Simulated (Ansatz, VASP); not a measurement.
# One calculation of LaScF, two programs

INCAR

```
SYSTEM = LaScF
  ALGO = Normal
  EDIFF = 1E-6
  EDIFFG = -0.04
  ENCUT = 600
  GGA = PE
  IBRION = 2
  ISIF = 3
  ISMEAR = 0
  LASPH = .True.
  LCHARG = .False.
  LREAL = .False.
  LWAVE = .False.
  NELM = 80
  NSW = 90
  PREC = Accurate
  SIGMA = 0.1
```

KPOINTS

```
k-points
0
Gamma
  6 6 4
  0 0 0
```

POSCAR

```
LaScF
1.0
    3.1496467145      0.0000000000      0.0000000000
    0.0000000000      3.1496467145      0.0000000000
    0.0000000000      0.0000000000      7.1567926271
La Sc F
1 1 1
Direct
    0.0000000000      0.0000000000      0.0000000000
    0.0000000000      0.0000000000      0.5000000000
    0.5000000000      0.5000000000      0.5000000000
```

Input for Ansatz:

```yaml
crystal:
  lattice:
    - [3.1496467145, 0.0, 0.0]
    - [0.0, 3.1496467145, 0.0]
    - [0.0, 0.0, 7.1567926271]
  atoms:
    - { symbol: La, position: [0.0, 0.0, 0.0] }
    - { symbol: Sc, position: [0.0, 0.0, 0.5] }
    - { symbol: F, position: [0.5, 0.5, 0.5] }
basis:
  ecutwfc: 420
kpoints:
  mp_grid: { grid: [6, 6, 4] }
hamiltonian:
  xc: pbe
scf:
  occupations: { method: gaussian, width: 0.1 }
  lower_state_search: "off"
output:
  forces: true
  stress: true
  eigenvalues: true
relax:
  adjacent_minimum: "off"
  f_tol: 0.04
  max_steps: 70
  cell: { stress_tol: 0.4 }
```

Alike in both runs: task relaxation of cell and atoms; functional PBE; k mesh 6 × 6 × 4; occupations gaussian, width 0.1 eV; no spin polarisation.

```csv
,VASP,Ansatz
version,VASP 6.6.1,Ansatz 0.2.0
potentials or method,"VASP PAW PBE potentials, release 64 (La, Sc_sv, F), cutoff 600 eV","scalar-relativistic, plane waves, PAW"
valence electrons in the cell,29,29
```

```tsv
	VASP	Ansatz	Ansatz less VASP
gap on the k mesh at the Fermi level, each at its own relaxed structure (eV)	none	none	-
relaxed volume (Å³/atom)	22.96	22.95	-0.012
relaxed length of the cell vector where the two differ most in proportion (Å)	6.886	6.908	+0.0225
```

A gap of «none» marks a metal or a gap that the smearing closes.

Spin-orbit coupling is off throughout.
